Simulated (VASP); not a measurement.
# Zr2B (P4_2/mmc) in VASP: a series of runs, part 2 of 2

VASP 6.6.1. The steps go on from the part before.

## Step 5: Single point, PBE

This run uses another cell than the first one, of 22.94 Å³/atom.

Contents of INCAR:

```
PREC = Accurate
ENCUT = 520
EDIFF = 1E-6
ISMEAR = 0
SIGMA = 0.1
LREAL = F
LASPH = T
NELM = 60
ALGO = Fast
ISIF = 2
LWAVE = F
LCHARG = T
GGA = PE
LELF = T
LVHAR = T
NBANDS = 36
```

Contents of KPOINTS:

```
regular mesh
0
Gamma
  12 12 4
```

Contents of POSCAR:

```
Zr2B
1.0
    3.4146750036      0.0000000000      0.0000000000
    0.0000000000      3.4146750036      0.0000000000
    0.0000000000      0.0000000000     11.8049675456
Zr B
4 2
Direct
    0.0000000000      0.5000000000      0.8654796255
    0.5000000000      0.0000000000      0.3654796255
    0.5000000000      0.0000000000      0.6345203745
    0.0000000000      0.5000000000      0.1345203745
    0.0000000000      0.0000000000      0.7500000000
    0.0000000000      0.0000000000      0.2500000000
```

Potentials or basis: VASP PAW PBE potentials, release 64 (Zr_sv, B).

Command:

```bash
$ cat potpaw_PBE.64/Zr_sv/POTCAR potpaw_PBE.64/B/POTCAR > POTCAR
$ mpirun -np 1 vasp_std > vasp.out
```

OUTCAR:

```text
PREC = Accurate
   ENCUT = 520
   EDIFF = 1E-6
   ISMEAR = 0
   LREAL = F
   LASPH = T
   NELM = 60
   ISIF = 2
   GGA = PE

 ion  position               nearest neighbor table
   1  0.000  0.500  0.865-   5 2.18   5 2.18   4 3.18   3 3.64   3 3.64   3 3.64   3 3.64
   2  0.500  0.000  0.365-   6 2.18   6 2.18   3 3.18   4 3.64   4 3.64   4 3.64   4 3.64
   3  0.500  0.000  0.635-   5 2.18   5 2.18   2 3.18   1 3.64   1 3.64   1 3.64   1 3.64
   4  0.000  0.500  0.135-   6 2.18   6 2.18   1 3.18   2 3.64   2 3.64   2 3.64   2 3.64
   5  0.000  0.000  0.750-   1 2.18   3 2.18   1 2.18   3 2.18
   6  0.000  0.000  0.250-   2 2.18   4 2.18   4 2.18   2 2.18

  LATTYP: Found a simple tetragonal cell.
 ALAT       =     3.4146750036
 C/A-ratio  =     3.4571277012

  Lattice vectors:

 A1 = (   3.4146750036,   0.0000000000,   0.0000000000)
 A2 = (   0.0000000000,   3.4146750036,   0.0000000000)
 A3 = (   0.0000000000,   0.0000000000,  11.8049675456)

Analysis of symmetry for initial positions (statically):
=====================================================================
 Subroutine PRICEL returns:
 Original cell was already a primitive cell.

 Routine SETGRP: Setting up the symmetry group for a
 simple tetragonal supercell.

 Subroutine GETGRP returns: Found 16 space group operations
 (whereof  8 operations were pure point group operations)
 out of a pool of 16 trial point group operations.

The static configuration has the point symmetry D_2h.
 The point group associated with its full space group is D_4h.

Analysis of symmetry for dynamics (positions and initial velocities):
=====================================================================
 Subroutine PRICEL returns:
 Original cell was already a primitive cell.

 Routine SETGRP: Setting up the symmetry group for a
 simple tetragonal supercell.

 Subroutine GETGRP returns: Found 16 space group operations
 (whereof  8 operations were pure point group operations)
 out of a pool of 16 trial point group operations.

[... 128 lines left out ...]
     AMIX     =   0.40;   BMIX     =  1.00
     AMIX_MAG =   1.60;   BMIX_MAG =  1.00
  volume/ion in A,a.u.               =      22.94       154.81
  Fermi-wavevector in a.u.,A,eV,Ry     =   1.198445  2.264733 19.541657  1.436271
  Thomas-Fermi vector in A             =   2.334334
   LORBIT       =      0    0 simple, 1 ext, 2 COOP (PROOUT), +10 PAW based schemes
   GGA     = PE    functional components
   LHFCALC =     F    Hartree Fock is set to
   AEXX    =    0.0000 exact exchange contribution
   IVDW    =     0    specifies the selected vdW correction
   LEPSILON=     F    determine dielectric tensor
   LRPA    =     F    only Hartree local field effects (RPA)
 non-spin polarized calculation
 RMM-DIIS sequential band-by-band and
 Gauss-broadening in eV      SIGMA  =   0.10
  energy-cutoff  :      520.00
  volume of cell :      137.65
 maximum number of plane-waves:      3734
 NGX is ok and might be reduce to    28
   NGX = 13   NGY = 13   NGZ = 43

 number of electron      54.0000001 magnetization

 Free energy of the ion-electron system (eV)
  ---------------------------------------------------
  ext. energy  EPLUGINS =         0.00000000
  ---------------------------------------------------
  free energy    TOTEN  =       -42.97237114 eV

  energy without entropy =      -42.94346754  energy(sigma->0) =      -42.95791934

 E-fermi :   5.6844     XC(G=0):  -9.8632

 val. band max:        5.6806779304   @ k =   0.3333   0.0833   0.0000
 cond. band min:       5.6853589384   @ k =   0.5000   0.2500   0.2500
 fundamental gap:      0.0046810079
 Fermi energy:         5.6843575499

 k-point     1 :       0.0000    0.0000    0.0000
  band No.  band energies     occupation
      1     -43.0286      2.00000
      2     -43.0085      2.00000
      3     -43.0018      2.00000
      4     -42.9816      2.00000
      5     -21.4008      2.00000
      6     -21.2169      2.00000
[... 925 lines left out ...]
     35       9.0424      0.00000
     36       9.3022      0.00000

 [... further k-points ...]
[... 5 lines left out ...]
  --------------------------------------------------------------------------------------
  -------------------------------------------------------------------------------------
  Total        0.0141784      0.0141784      0.0403820      0.0000000      0.0000000      0.0000000
  in kB        0.1650338      0.1650338      0.4700405      0.0000000      0.0000000      0.0000000
  external PRESSURE =       0.2667027 kB  Pullay stress =       0.0000000 kB

 VOLUME and BASIS-vectors are now :
 -----------------------------------------------------------------------------
  energy-cutoff  :      520.00
  volume of cell :      137.65
      direct lattice vectors                 reciprocal lattice vectors
     3.414675004  0.000000000  0.000000000     0.292853639  0.000000000  0.000000000
     0.000000000  3.414675004  0.000000000     0.000000000  0.292853639  0.000000000
     0.000000000  0.000000000 11.804967546     0.000000000  0.000000000  0.084710102

 POSITION                                       TOTAL-FORCE (eV/Angst)
 -----------------------------------------------------------------------------------
      0.00000      1.70734     10.21696         0.000000      0.000000      0.005951
      1.70734      0.00000      4.31448        -0.000000      0.000000      0.005951
      1.70734      0.00000      7.49049         0.000000      0.000000     -0.005951
      0.00000      1.70734      1.58801         0.000000      0.000000     -0.005951
      0.00000      0.00000      8.85373         0.000000      0.000000      0.000000
      0.00000      0.00000      2.95124         0.000000      0.000000      0.000000
 -----------------------------------------------------------------------------------
    total drift:                               -0.000000      0.000000      0.000000

  FREE ENERGIE OF THE ION-ELECTRON SYSTEM (eV)
  ---------------------------------------------------
  free  energy   TOTEN  =       -42.9723711359 eV

  energy  without entropy=      -42.9434675362  energy(sigma->0) =      -42.95791934
```

It took 6.9 min on 1 thread of Intel Xeon 6975P-C (Granite Rapids), shared host; peak memory 0.47 GiB.

Results:

| Property | Result |
| --- | --- |
| Free energy | -42.9724 eV |
| Pressure | 0.0 GPa |
| Largest force | 0.006 eV/Å |
| Band gap on the k mesh | zero (bands 27 and 28 overlap by 1.59 eV) |

Forces in eV/Å, atoms in the order of the input:
```
Zr   0.000  0.000  0.006
Zr   0.000  0.000  0.006
Zr   0.000  0.000 -0.006
Zr   0.000  0.000 -0.006
B    0.000  0.000  0.000
B    0.000  0.000  0.000
```

## Step 6: The runs side by side

| task | cell | k mesh | cutoff (eV) | gap on the mesh (eV) | pressure (GPa) | largest force (eV/Å) |
| --- | --- | --- | --- | --- | --- | --- |
| single point | a = 2.967, b = 2.967, c = 11.112 Å, 6 atoms, atomic positions A | 6 × 6 × 2 | 520 | none | 48.1 | 4.89 |
| single point | a = 3.415, b = 3.415, c = 11.785 Å, 6 atoms, atomic positions B | 6 × 6 × 2 | 520 | none | -0.1 | 0.01 |
| relaxation of cell and atoms | relaxed from a = 2.967, b = 2.967, c = 11.112 Å, 6 atoms, atomic positions A | 6 × 6 × 2 | 600 | none | 0.0 | 0.01 |
| single point | a = 3.415, b = 3.415, c = 11.805 Å, 6 atoms, atomic positions C | 12 × 12 × 4 | 520 | none | 0.0 | 0.01 |

Alike in all rows: level PBE; potentials or basis VASP PAW PBE potentials, release 64 (Zr_sv, B); no spin polarisation; smearing gaussian 0.1 eV.

Caveats: the cell stands under pressure (at least some runs); forces of over 1 eV/Å act on the atoms, so gaps and moduli don't describe the material at rest (at least some runs); the volume moved by over 15 % at a fixed basis, so the end points are rough (at least some runs).

Total energies depend on the potentials used, so only differences within one code and one set of settings carry meaning.

The gap in the log of VASP goes by the Fermi energy; the results here count the filled bands.